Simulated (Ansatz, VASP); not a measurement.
**Two plane-wave programs on Os**

The input INCAR:

```
  ALGO = Fast
  EDIFF = 1E-6
  EDIFFG = -0.04
  ENCUT = 600
  GGA = PE
  IBRION = 2
  ISIF = 3
  ISMEAR = 0
  LASPH = T
  LCHARG = F
  LREAL = F
  LWAVE = F
  NELM = 80
  NSW = 90
  PREC = Accurate
  SIGMA = 0.1
```

The input KPOINTS:

```
k-points
0
Gamma
  8 8 6
```

File POSCAR:

```
Os
1.0
    1.2749035687     -3.7117854082      0.0000000000
    1.2749035687      3.7117854082      0.0000000000
   -0.1082700102      0.0000000000      3.0696598992
Os
2
Direct
    0.8690000000      0.1310000000      0.2500000000
    0.1310000000      0.8690000000      0.7500000000
```

Input for Ansatz:

```yaml
crystal:
  lattice:
    - [1.2749035687, -3.7117854082, 0.0]
    - [1.2749035687, 3.7117854082, 0.0]
    - [-0.1082700102, 0.0, 3.0696598992]
  atoms:
    - { symbol: Os, position: [0.869, 0.131, 0.25] }
    - { symbol: Os, position: [0.131, 0.869, 0.75] }
basis:
  ecutwfc: 420
kpoints:
  mp_grid: { grid: [8, 8, 6] }
hamiltonian:
  xc: pbe
scf:
  occupations: { method: gaussian, width: 0.1 }
  lower_state_search: "off"
output:
  forces: true
  stress: true
  eigenvalues: true
relax:
  adjacent_minimum: "off"
  f_tol: 0.04
  max_steps: 70
  cell: { stress_tol: 0.4 }
```

Alike in both runs: task relaxation of cell and atoms; functional PBE; k mesh 8 × 8 × 6; occupations gaussian, width 0.1 eV; no spin polarisation.

```csv
,VASP,Ansatz
version,VASP 6.6.1,Ansatz 0.2.0
potentials or method,"VASP PAW PBE potentials, release 64 (Os), cutoff 600 eV","scalar-relativistic, plane waves, PAW"
valence electrons in the cell,16,32
```

VASP gave:

- gap on the k mesh at the Fermi level, each at its own relaxed structure (eV): none
- relaxed volume (Å³/atom): 15.42
- relaxed cell length with the largest relative difference (Å): 4.268

Task: What did Ansatz give for the same quantities?

Result: gap on the k mesh at the Fermi level, each at its own relaxed structure (eV): none; relaxed volume (Å³/atom): 15.40; relaxed cell length with the largest relative difference (Å): 4.269.

A gap of «none» marks a metal or a gap that the smearing closes. VASP's potentials hold 16 valence electrons a cell and Ansatz's 32, so a difference there can come from the potentials and not from the codes.

Neither program's run includes spin-orbit coupling.
